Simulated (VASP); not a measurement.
# Cu (I4/mmm) in VASP: further runs

Runs on Cu. Level: PBEsol. Tasks: single point.

All numbers are computed with VASP 6.6.1; they aren't measurements. Logs are shortened: lines on timing, memory, paths and dates and some standing lists are left out, and cuts for length are marked.

## Step 1: The cell of the first run

Symmetry: I4/mmm, No. 139, tetragonal system. The conventional cell has a = 2.890 Å, b = 2.890 Å, c = 2.720 Å, α = 90.00°, β = 90.00°, γ = 90.00°. Within 3.2 Å of Cu (site symmetry 4/mmm) lie 14 Cu at 2.45 to 2.89 Å.

## Step 2: Single point, PBEsol

Input file INCAR:

```
SYSTEM = Cu
PREC = Accurate
ENCUT = 520
EDIFF = 1E-7
ISMEAR = 0
SIGMA = 0.1
LREAL = .FALSE.
LASPH = .TRUE.
NELM = 60
ALGO = Normal
ISIF = 2
LWAVE = .FALSE.
LCHARG = .FALSE.
GGA = PS
NBANDS = 12
```

Input file KPOINTS:

```
regular mesh
0
G
  20 20 20
  0 0 0
```

Input file POSCAR:

```
Cu
1.0
   -1.4450981619      1.4450981619      1.3599979151
    1.4450981619     -1.4450981619      1.3599979151
    1.4450981619      1.4450981619     -1.3599979151
Cu
1
Direct
    0.0000000000      0.0000000000      0.0000000000
```

Potentials or basis: VASP PAW PBE potentials, release 64 (Cu).

Launch:

```sh
cat potpaw_PBE.64/Cu/POTCAR > POTCAR
mpirun -np 1 vasp_std > vasp.out
```

OUTCAR:

```text
SYSTEM = Cu
   PREC = Accurate
   ENCUT = 520
   EDIFF = 1E-7
   ISMEAR = 0
   LREAL = .FALSE.
   LASPH = .TRUE.
   NELM = 60
   ISIF = 2
   GGA = PS

 ion  position               nearest neighbor table
   1  0.000  0.000  0.000-

  LATTYP: Found a body centered tetragonal cell.
 ALAT       =     2.8901963238
 C/A-ratio  =     0.9411110961

  Lattice vectors:

 A1 = (  -1.4450981619,   1.4450981619,   1.3599979151)
 A2 = (   1.4450981619,  -1.4450981619,   1.3599979151)
 A3 = (   1.4450981619,   1.4450981619,  -1.3599979151)

Analysis of symmetry for initial positions (statically):
=====================================================================
 Subroutine PRICEL returns:
 Original cell was already a primitive cell.

 Routine SETGRP: Setting up the symmetry group for a
 body centered tetragonal supercell.

 Subroutine GETGRP returns: Found 16 space group operations
 (whereof 16 operations were pure point group operations)
 out of a pool of 16 trial point group operations.

The static configuration has the point symmetry D_4h.

Analysis of symmetry for dynamics (positions and initial velocities):
=====================================================================
 Subroutine PRICEL returns:
 Original cell was already a primitive cell.

 Routine SETGRP: Setting up the symmetry group for a
 body centered tetragonal supercell.

 Subroutine GETGRP returns: Found 16 space group operations
 (whereof 16 operations were pure point group operations)
 out of a pool of 16 trial point group operations.

The dynamic configuration has the point symmetry D_4h.

 Subroutine INISYM returns: Found 16 space group operations
 (whereof 16 operations are pure point group operations),
 and found     1 'primitive' translations

----------------------------------------------------------------------------------------

                                     Primitive cell

  volume of cell :      11.3604

  direct lattice vectors                    reciprocal lattice vectors
    -1.445098162  1.445098162  1.359997915     0.000000000  0.345997257  0.367647622
     1.445098162 -1.445098162  1.359997915     0.345997257  0.000000000  0.367647622
     1.445098162  1.445098162 -1.359997915     0.345997257  0.345997257  0.000000000

  length of vectors
     2.454834358  2.454834358  2.454834358     0.504855302  0.504855302  0.489314013

  position of ions in fractional coordinates (direct lattice)
     0.000000000  0.000000000  0.000000000

  ion indices of the primitive-cell ions
   primitive index   ion index
                 1           1

----------------------------------------------------------------------------------------

 KPOINTS: regular mesh

Automatic generation of k-mesh.
 Grid dimensions read from file:
 generate k-points for:   20   20   20

 Generating k-lattice:

  Cartesian coordinates                     Fractional coordinates (reciprocal lattice)
     0.000000000  0.017299863  0.018382381     0.050000000 -0.000000000  0.000000000
     0.017299863  0.000000000  0.018382381    -0.000000000  0.050000000  0.000000000
     0.017299863  0.017299863  0.000000000     0.000000000  0.000000000  0.050000000

  Length of vectors
     0.025242765  0.025242765  0.024465701

  Shift w.r.t. Gamma in fractional coordinates (k-lattice)
     0.000000000  0.000000000  0.000000000

 Subroutine IBZKPT returns following result:
 ===========================================

 Found    641 irreducible k-points:

 Following reciprocal coordinates:
            Coordinates               Weight
  0.000000  0.000000  0.000000      1.000000
  0.050000  0.000000 -0.000000      8.000000
  0.100000  0.000000  0.000000      8.000000
  0.150000 -0.000000  0.000000      8.000000
  0.200000  0.000000  0.000000      8.000000
  0.250000  0.000000  0.000000      8.000000
[... 16 lines left out ...]
 -0.400000  0.050000  0.000000     16.000000
 -0.350000  0.050000 -0.000000     16.000000
 [... further k-points ...]
   k-points           NKPTS =    641   k-points in BZ     NKDIM =    641   number of bands    NBANDS=     12
   number of dos      NEDOS =    301   number of ions     NIONS =      1
   total plane-waves  NPLWV =   5832
   dimension x,y,z NGX =    18 NGY =   18 NGZ =   18
   dimension x,y,z NGXF=    36 NGYF=   36 NGZF=   36
   ions per type =               1
   NGX,Y,Z   is equivalent  to a cutoff of  12.19, 12.19, 12.19 a.u.
   NGXF,Y,Z  is equivalent  to a cutoff of  24.38, 24.38, 24.38 a.u.
 SYSTEM =  Cu
   PREC   = accura    normal or accurate (medium, high low for compatibility)
   ISTART =      0    job   : 0-new  1-cont  2-samecut
   ICHARG =      2    charge: 1-file 2-atom 10-const
   ISPIN  =      1    spin polarized calculation?
   LNONCOLLINEAR =      F non collinear calculations
   LSORBIT =      F    spin-orbit coupling
   LASPH  =      T    aspherical Exc in radial PAW
   ENCUT  =  520.0 eV  38.22 Ry    6.18 a.u.   4.56  4.56  4.56*2*pi/ulx,y,z
   NELM   =     60;   NELMIN=  2; NELMDL= -5     # of ELM steps
   EDIFF  = 0.1E-06   stopping-criterion for ELM
   LREAL  =      F    real-space projection
   EDIFFG = 0.1E-05   stopping-criterion for IOM
   NSW    =      0    number of steps for IOM
   IBRION =     -1    ionic relax: 0-MD 1-quasi-New 2-CG
   NFREE  =      0    steps in history (QN), initial steepest desc. (CG)
   ISIF   =      2    stress and relaxation
   ISYM   =      2    0-nonsym 1-usesym 2-fastsym
   POTIM  = 0.5000    time-step for ionic-motion
   TEBEG  =    0.0;   TEEND  =   0.0 temperature during run
   PSTRESS=    0.0 pullay stress
   NELECT =      11.0000    total number of electrons
   NUPDOWN=      -1.0000    fix difference up-down
   EMIN   =  10.00;   EMAX   =-10.00  energy-range for DOS
   EFERMI =   0.00;   METHOD = LEGACY
   ISMEAR =     0;   SIGMA  =   0.10  broadening in eV -4-tet -1-fermi 0-gaus
   EFERMI_NEDOS =   21; number of points for ismear=-14 and -15
   IALGO  =     38    algorithm
   IMIX   =      4    mixing-type and parameters
     AMIX     =   0.40;   BMIX     =  1.00
     AMIX_MAG =   1.60;   BMIX_MAG =  1.00
  volume/ion in A,a.u.               =      11.36        76.66
  Fermi-wavevector in a.u.,A,eV,Ry     =   1.619601  3.060602 35.689550  2.623108
  Thomas-Fermi vector in A             =   2.713676
   LORBIT       =      0    0 simple, 1 ext, 2 COOP (PROOUT), +10 PAW based schemes
   GGA     = PS    functional components
   LHFCALC =     F    Hartree Fock is set to
   AEXX    =    0.0000 exact exchange contribution
   IVDW    =     0    specifies the selected vdW correction
   LEPSILON=     F    determine dielectric tensor
   LRPA    =     F    only Hartree local field effects (RPA)
 non-spin polarized calculation
 Gauss-broadening in eV      SIGMA  =   0.10
  energy-cutoff  :      520.00
  volume of cell :       11.36
 maximum number of plane-waves:       320
   NGX =  9   NGY =  9   NGZ =  9

 number of electron      11.0000008 magnetization

 Free energy of the ion-electron system (eV)
  ---------------------------------------------------
  ext. energy  EPLUGINS =         0.00000000
  ---------------------------------------------------
  free energy    TOTEN  =        -4.26974057 eV

  energy without entropy =       -4.26754557  energy(sigma->0) =       -4.26864307

 E-fermi :   7.8873     XC(G=0): -13.1372

 val. band max:        7.8828351319   @ k =  -0.1500  -0.4000   0.1500
 cond. band min:       7.8933379157   @ k =   0.5000   0.2000   0.1500
 fundamental gap:      0.0105027838
 Fermi energy:         7.8873456761

 k-point     1 :       0.0000    0.0000    0.0000
  band No.  band energies     occupation
      1      -1.7938      2.00000
      2       4.4973      2.00000
      3       4.7554      2.00000
      4       4.7554      2.00000
      5       5.5845      2.00000
      6       5.8593      2.00000
      7      32.6499      0.00000
      8      32.6499      0.00000
      9      34.3132      0.00000
     10      36.8088      0.00000
     11      36.9671      0.00000
     12      36.9675      0.00000

 k-point     2 :       0.0500    0.0000   -0.0000
  band No.  band energies     occupation
      1      -1.6923      2.00000
      2       4.5067      2.00000
      3       4.7522      2.00000
      4       4.7646      2.00000
      5       5.5861      2.00000
      6       5.8435      2.00000
      7      32.1106      0.00000
      8      32.3703      0.00000
      9      33.4389      0.00000
     10      35.5662      0.00000
     11      35.9138      0.00000
     12      36.3763      0.00000

 k-point     3 :       0.1000    0.0000    0.0000
  band No.  band energies     occupation
      1      -1.3906      2.00000
      2       4.4983      2.00000
      3       4.7386      2.00000
      4       4.8289      2.00000
      5       5.5915      2.00000
      6       5.8045      2.00000
      7      30.2783      0.00000
      8      31.7190      0.00000
      9      31.8581      0.00000
     10      33.9361      0.00000
     11      34.9636      0.00000
     12      36.1765      0.00000
[... 286 lines left out ...]
 k-point    23 :      -0.4000    0.0500    0.0000
  band No.  band energies     occupation
      1       2.3335      2.00000
      2       3.9301      2.00000
      3       5.2203      2.00000
      4       5.7105      2.00000
      5       5.9114      2.00000
      6       6.3831      2.00000
      7      16.2470      0.00000
      8      24.8025      0.00000
      9      26.1809      0.00000
     10      30.2172      0.00000
     11      33.2645      0.00000
     12      42.2184      0.00000

 k-point    24 :      -0.3500    0.0500   -0.0000
  band No.  band energies     occupation
      1       1.7850      2.00000
      2       4.0296      2.00000
      3       4.7669      2.00000
      4       5.6854      2.00000
      5       5.8130      2.00000
      6       6.0434      2.00000
      7      18.5413      0.00000
      8      25.4021      0.00000
      9      27.0110      0.00000
     10      30.5393      0.00000
     11      33.5307      0.00000
     12      40.6040      0.00000

 [... further k-points ...]

------------------------ aborting loop because EDIFF is reached ----------------------------------------

  FORCE on cell =-STRESS in cart. coord.  units (eV):
  Direction    XX          YY          ZZ          XY          YZ          ZX
  --------------------------------------------------------------------------------------
  -------------------------------------------------------------------------------------
  Total        0.0519996      0.0519996      0.0493107      0.0000000      0.0000000     -0.0000000
  in kB        7.3336129      7.3336129      6.9543818      0.0000000      0.0000000     -0.0000000
  external PRESSURE =       7.2072025 kB  Pullay stress =       0.0000000 kB

 VOLUME and BASIS-vectors are now :
 -----------------------------------------------------------------------------
  energy-cutoff  :      520.00
  volume of cell :       11.36
      direct lattice vectors                 reciprocal lattice vectors
    -1.445098162  1.445098162  1.359997915     0.000000000  0.345997257  0.367647622
     1.445098162 -1.445098162  1.359997915     0.345997257  0.000000000  0.367647622
     1.445098162  1.445098162 -1.359997915     0.345997257  0.345997257  0.000000000

 POSITION                                       TOTAL-FORCE (eV/Angst)
 -----------------------------------------------------------------------------------
      0.00000      0.00000      0.00000         0.000000     -0.000000      0.000000
 -----------------------------------------------------------------------------------
    total drift:                                0.000000      0.000000      0.000000

  FREE ENERGIE OF THE ION-ELECTRON SYSTEM (eV)
  ---------------------------------------------------
  free  energy   TOTEN  =        -4.2697405680 eV

  energy  without entropy=       -4.2675455651  energy(sigma->0) =       -4.26864307
```

Wall time 54 s (1 thread of Intel Xeon Platinum 8488C (Sapphire Rapids), shared host); peak memory 0.19 GiB.

Results:

```yaml
Free_energy: -4.2697 eV
Pressure: 0.7 GPa
```

Caveat: the PAW data sets were made with another functional, which shifts forces and pressure a little.

## Step 3: Single point, PBEsol

This run uses another cell than the first one, of 11.46 Å³/atom, 1.009 times its volume.

Input file INCAR:

```
PREC = Accurate
ENCUT = 700
EDIFF = 1E-6
ISMEAR = 0
SIGMA = 0.1
LREAL = False
LASPH = True
NELM = 120
ALGO = Normal
ISIF = 2
LWAVE = False
LCHARG = False
GGA = PS
NBANDS = 16
GGA_COMPAT = False
```

Input file KPOINTS:

```
regular mesh
0
Gamma
  4 4 4
```

Input file POSCAR:

```
Cu
1.0
   -1.4427933200      1.4427933200      1.3760814500
    1.4427933200     -1.4427933200      1.3760814500
    1.4427933200      1.4427933200     -1.3760814500
Cu
1
Direct
    0.0000000000      0.0000000000      0.0000000000
```

Potentials or basis: VASP PAW PBE potentials, release 64 (Cu_sv_GW).

Launch:

```sh
cat potpaw_PBE.64/Cu_sv_GW/POTCAR > POTCAR
mpirun -np 1 vasp_std > vasp.out
```

It took 4.5 s on 1 thread of Intel Xeon 6975P-C (Granite Rapids), shared host; peak memory 0.14 GiB.

It converged, with:

```yaml
Free_energy: -4.1606 eV
Pressure: -6.1 GPa
```

Stress tensor (GPa, compression positive):
```
-5.58  0.00  0.00
 0.00 -5.58  0.00
 0.00  0.00 -7.26
```

Levels at points of the mesh, in eV from the Fermi level:
| k point | band 7 | band 8 | band 9 | band 10 | band 11 | band 12 | band 13 | band 14 |
| --- | --- | --- | --- | --- | --- | --- | --- | --- |
| (0.00, 0.00, 0.00) | -3.42 | -3.42 | -2.53 | -2.32 | 24.70 | 24.70 | 25.96 | 28.64 |
| (0.50, 0.00, 0.00) | -2.44 | -2.23 | -1.66 | -0.78 | 4.43 | 17.13 | 17.20 | 21.10 |
| (0.50, 0.50, 0.00) | -2.61 | -2.35 | -1.68 | -1.15 | 3.91 | 18.40 | 18.62 | 22.27 |
| (0.50, 0.50, 0.50) | -1.86 | -1.86 | -1.80 | 7.47 | 7.47 | 9.31 | 13.16 | 13.77 |

Caveat: the k points lie up to 0.79 Å⁻¹ apart; the PAW data sets were made with another functional, which shifts forces and pressure a little.

## Step 4: Single point, PBEsol

This run uses another cell than the first one, of 11.46 Å³/atom, 1.009 times its volume.

Input file INCAR:

```
PREC = Accurate
ENCUT = 700
EDIFF = 1E-6
ISMEAR = 0
SIGMA = 0.01
LREAL = False
LASPH = True
NELM = 120
ALGO = Normal
ISIF = 2
LWAVE = False
LCHARG = True
GGA = PS
LELF = True
LVHAR = True
NBANDS = 16
GGA_COMPAT = False
```

Input file KPOINTS:

```
Automatic mesh
0
Gamma
  10 10 10
```

POSCAR is that of step 3.

Launch:

```sh
cat potpaw_PBE.64/Cu_sv_GW/POTCAR > POTCAR
mpirun -np 1 vasp_std > vasp.out
```

Wall time 14 s (1 thread of Intel Xeon 6975P-C (Granite Rapids), shared host); peak memory 0.17 GiB.

It converged, with:

```yaml
Free_energy: -4.3263 eV
Pressure: -5.7 GPa
```

Stress tensor (GPa, compression positive):
```
-5.50  0.00  0.00
 0.00 -5.50  0.00
 0.00  0.00 -6.07
```

Levels at points of the mesh, in eV from the Fermi level:
```tsv
k point	band 7	band 8	band 9	band 10	band 11	band 12	band 13	band 14
(0.00, 0.00, 0.00)	-3.13	-3.13	-2.24	-2.03	24.85	24.85	26.10	28.82
(0.50, 0.00, 0.00)	-2.15	-1.93	-1.35	-0.62	4.66	17.29	17.37	21.30
(0.50, 0.50, 0.00)	-2.32	-2.06	-1.37	-0.99	4.14	18.55	18.79	22.45
(0.50, 0.50, 0.50)	-1.55	-1.55	-1.50	7.63	7.63	9.48	13.35	13.97
```

Caveat: the PAW data sets were made with another functional, which shifts forces and pressure a little.

## Step 5: The runs side by side

```csv
potentials or basis,cell,k mesh,cutoff (eV),smearing,second run,gap on the mesh (eV),pressure (GPa)
"VASP PAW PBE potentials, release 64 (Cu)","a = 2.455 Å, angles 107.9, 107.9, 112.7°, 1 atom",20 × 20 × 20,520,gaussian 0.1 eV,-,none,0.7
"VASP PAW PBE potentials, release 64 (Cu_sv_GW)","a = 2.461 Å, angles 108.2, 108.2, 112.0°, 1 atom",4 × 4 × 4,700,gaussian 0.1 eV,valence_matched,none,-6.1
"VASP PAW PBE potentials, release 64 (Cu_sv_GW)","a = 2.461 Å, angles 108.2, 108.2, 112.0°, 1 atom",10 × 10 × 10,700,gaussian 0.01 eV,valence_matched,none,-5.7
```

Alike in all rows: task single point; level PBEsol; no spin polarisation.

Caveats: some runs use coarse meshes; the PAW data sets were made with another functional, which shifts forces and pressure a little.

Total energies depend on the potentials used, so only differences within one code and one set of settings carry meaning.
